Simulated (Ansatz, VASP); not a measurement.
# Ti3Se: VASP beside Ansatz

```
Se Ti
1.0
     3.26016    0.00000    0.00000
    -1.63008    2.82338    0.00000
     0.00000    0.00000    8.09852
Se Ti
1 3
Direct
  0.00000 0.00000 0.00000
  0.66667 0.33333 0.50000
  0.33333 0.66667 0.77290
  0.33333 0.66667 0.22710
```

Change from the starting cell: volume scaled by 1.06.

Alike in both runs: task single point; functional PBEsol; k mesh 10 × 10 × 4; occupations fermi-dirac, width 0.05 eV; no spin polarisation.

|  | VASP | Ansatz |
| --- | --- | --- |
| version | VASP 6.6.1 | Ansatz 0.2.0 |
| potentials or method | VASP PAW PBE potentials, release 64 (Se, Ti_sv), cutoff 520 eV | all-electron LAPW, scalar-relativistic |

Ansatz gave:

```
gap on the k mesh at the Fermi level (eV)                     : none
pressure (GPa)                                                : -9.9
traceless stress, the component that is largest in VASP (GPa) : -0.91
rms of the force components (eV/Å)                            : 0.098
```

Estimate VASP's values.

gap on the k mesh at the Fermi level (eV): none; pressure (GPa): -9.7; traceless stress, the component that is largest in VASP (GPa): -0.91; rms of the force components (eV/Å): 0.090.

VASP's potentials were made for PBE, not for PBEsol. Atom by atom the forces differ by 0.008 eV/Å (rms over components). A gap of «none» marks a metal or a gap that the smearing closes. Ansatz ran all-electron here, and VASP with PAW potentials.
